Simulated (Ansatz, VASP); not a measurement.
Te in VASP and in Ansatz

Contents of INCAR:

```
SYSTEM = Te
  PREC = Accurate
  ENCUT = 520
  EDIFF = 1E-7
  ISMEAR = -1
  SIGMA = 0.05
  LREAL = .False.
  LASPH = .True.
  NELM = 80
  ALGO = Normal
  ISIF = 2
  LWAVE = .False.
  LCHARG = .False.
  GGA = PE
  NBANDS = 9
```

Contents of KPOINTS:

```
Automatic mesh
0
Gamma
  14 14 14
  0 0 0
```

File POSCAR:

```
Te
1.0
   -1.7734351620      1.7734351620      1.7734351620
    1.7734351620     -1.7734351620      1.7734351620
    1.7734351620      1.7734351620     -1.7734351620
Te
1
Direct
    0.0000000000      0.0000000000      0.0000000000
```

Input for Ansatz:

```yaml
crystal:
  lattice:
    - [-1.773435162, 1.773435162, 1.773435162]
    - [1.773435162, -1.773435162, 1.773435162]
    - [1.773435162, 1.773435162, -1.773435162]
  atoms:
    - { symbol: Te, position: [0.0, 0.0, 0.0] }
kpoints:
  mp_grid: { grid: [14, 14, 14] }
scf:
  occupations: { method: fermi_dirac, width: 0.05 }
hamiltonian:
  xc: pbe
  pseudopotentials: { kind: all_electron, lapw: { basis_error: 0.001 } }
output:
  forces: true
  stress: true
  eigenvalues: true
  populations: true
```

Change from the starting cell: volume scaled by 0.78, LAPW.

Alike in both runs: task single point; functional PBE; k mesh 14 × 14 × 14; occupations fermi-dirac, width 0.05 eV; no spin polarisation.

```csv
,VASP,Ansatz
version,VASP 6.6.1,Ansatz 0.2.0
potentials or method,"VASP PAW PBE potentials, release 64 (Te), cutoff 520 eV","all-electron LAPW, scalar-relativistic"
```

```csv
,VASP,Ansatz,Ansatz less VASP
pressure (GPa),24.0,24.1,+0.11
```

Ansatz ran all-electron here, and VASP with PAW potentials.

Neither program's run includes spin-orbit coupling.
